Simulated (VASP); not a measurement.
BaF2: single point with r2SCAN

Crystal: BaF2.

```xyz
3
Lattice="0.0000 3.0972 3.0972 3.0972 0.0000 3.0972 3.0972 3.0972 0.0000" Properties=species:S:1:pos:R:3 pbc="T T T"
Ba    0.0000    0.0000    0.0000
F     4.6457    4.6457    4.6457
F     1.5486    1.5486    1.5486
```

| Quantity | Value |
| --- | --- |
| Program | VASP 6.6.1 |
| Task | single point |
| Functional | r2SCAN |
| Potentials or basis | VASP PAW PBE potentials, release 64 (Ba_sv, F) |
| Cutoff | 660 eV |
| k mesh | 8 × 8 × 8 |
| Occupations | gaussian, width 0.01 eV |
| Spin | no spin polarisation |
| Dipole correction | no |
| Further INCAR settings | ALGO = Normal; EDIFF = 1e-06; NBANDS = 19 |

The pressure is 0.9 GPa and the band gap on the k mesh is 7.34 eV (least direct gap 7.43 eV).

Levels at points of the mesh, in eV from the valence-band top:
```
           k point  band 10  band 11  band 12  band 13  band 14  band 15
(0.00, 0.00, 0.00)    -0.09    -0.09    -0.09     7.34     9.91     9.91
(0.50, 0.00, 0.00)    -0.35    -0.17    -0.17     9.86     9.86     9.96
(0.50, 0.50, 0.00)    -0.32    -0.32    -0.14     7.69     9.86    11.40
```

Wall time 2.4 min on 1 thread of Intel(R) Xeon(R) 6975P-C (Granite Rapids), with other jobs on the host, peak memory 0.27 GiB.

Caveat: the PAW data sets were made with another functional, which shifts forces and pressure a little; spin-orbit coupling is left out, which moves the levels of the heavy elements. A k mesh can miss the band edges.
